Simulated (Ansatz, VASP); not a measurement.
**One calculation of K2Co, two programs**

```xyz
6
Lattice="0.0000 5.1546 5.1546 5.1546 0.0000 5.1546 5.1546 5.1546 0.0000" Properties=species:S:1:pos:R:3 pbc="T T T"
K     6.4432    6.4432    6.4432
K     6.4432    3.8659    3.8659
K     3.8659    3.8659    6.4432
K     3.8659    6.4432    3.8659
Co    0.0000    0.0000    0.0000
Co    2.5773    2.5773    2.5773
```

Alike in both runs: functional PBE; k mesh 6 × 6 × 6; occupations gaussian, width 0.1 eV; collinear spin.

Ansatz relaxed the structure, and its values are those at the end. VASP's run is a single point on that final structure, the one shown.

|  | VASP | Ansatz |
| --- | --- | --- |
| version | VASP 6.6.1 | Ansatz 0.2.0 |
| potentials or method | VASP PAW PBE potentials, release 64 (K_sv, Co), cutoff 520 eV | scalar-relativistic, plane waves, PAW |
| valence electrons in the cell | 54 | 70 |

Ansatz gave:

* gap on the k mesh at the Fermi level (eV): none
* pressure (GPa): 0.0
* net moment per atom (μB): 0.71
* size of the moment on the site where the two differ most (μB): 2.20

Question: What did VASP give for the same quantities?

Answer: gap on the k mesh at the Fermi level (eV): none; pressure (GPa): 0.0; net moment per atom (μB): 0.71; size of the moment on the site where the two differ most (μB): 2.10.

Site moments also hang on the region over which each program counts them. A gap of «none» marks a metal or a gap that the smearing closes. VASP's potentials hold 54 valence electrons a cell and Ansatz's 70, so a difference there can come from the potentials and not from the codes.
